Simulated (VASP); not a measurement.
**AlP (pbe): relaxation of cell and atoms with PBE**

AlP (pbe):

```xyz
2
Lattice="0.0000 2.7320 2.7320 2.7320 0.0000 2.7320 2.7320 2.7320 0.0000" Properties=species:S:1:pos:R:3 pbc="T T T"
Al    0.0000    0.0000    0.0000
P     1.3660    1.3660    1.3660
```

```
Program                : VASP 6.6.1
Task                   : relaxation of cell and atoms
Functional             : PBE
Potentials or basis    : VASP PAW PBE potentials, release 64 (Al, P)
Cutoff                 : 500 eV
k mesh                 : 8 × 8 × 8
Occupations            : gaussian, width 0.02 eV
Spin                   : no spin polarisation
Dipole correction      : no
Further INCAR settings : ALGO = Normal; EDIFF = 1e-07; IBRION = 2; EDIFFG = -0.002; NSW = 100; ISIF = 3
```

| Item | Value |
| --- | --- |
| Relaxed volume | 20.86 Å³/atom |
| Relaxed cell | a = 3.893 Å, b = 3.893 Å, c = 3.893 Å, α = 60.00°, β = 60.00°, γ = 60.00° |
| Space group after relaxing (to 0.05 Å) | F-43m (No. 216) |
| Energy gained by relaxing | 2.8 meV/atom |
| Ionic steps | 3 |
| Pressure after relaxing | 0.0 GPa |
| Band gap on the k mesh | 1.63 eV, indirect (least direct gap 3.09 eV) |

The path:
```csv
step,energy change (eV),largest force (eV/Å),pressure (GPa),volume (Å³)
1,0.0000,0.0000,1.98,40.78
2,-0.0037,0.0000,-1.08,42.29
3,-0.0057,0.0000,0.00,41.72
```

Final structure:
```
Al P
1.0
     0.00000    2.75278    2.75278
     2.75278    0.00000    2.75278
     2.75278    2.75278    0.00000
Al P
1 1
Cartesian
  0.0000 0.0000 0.0000
  1.3764 1.3764 1.3764
```

Levels at points of the mesh, in eV from the valence-band top:
| k point | band 2 | band 3 | band 4 | band 5 | band 6 | band 7 |
| --- | --- | --- | --- | --- | --- | --- |
| (0.00, 0.00, 0.00) | 0.00 | 0.00 | 0.00 | 3.09 | 4.53 | 4.53 |
| (0.50, 0.00, 0.00) | -5.42 | -0.75 | -0.75 | 2.72 | 4.81 | 4.81 |
| (0.50, 0.50, 0.00) | -5.22 | -2.05 | -2.05 | 1.63 | 2.47 | 10.86 |

Wall time 19 s on 1 thread of Intel(R) Xeon(R) Platinum 8259CL CPU @ 2.50GHz (Skylake/Cascade Lake) (shared host), peak memory 0.15 GiB.

A k mesh can miss the band edges.
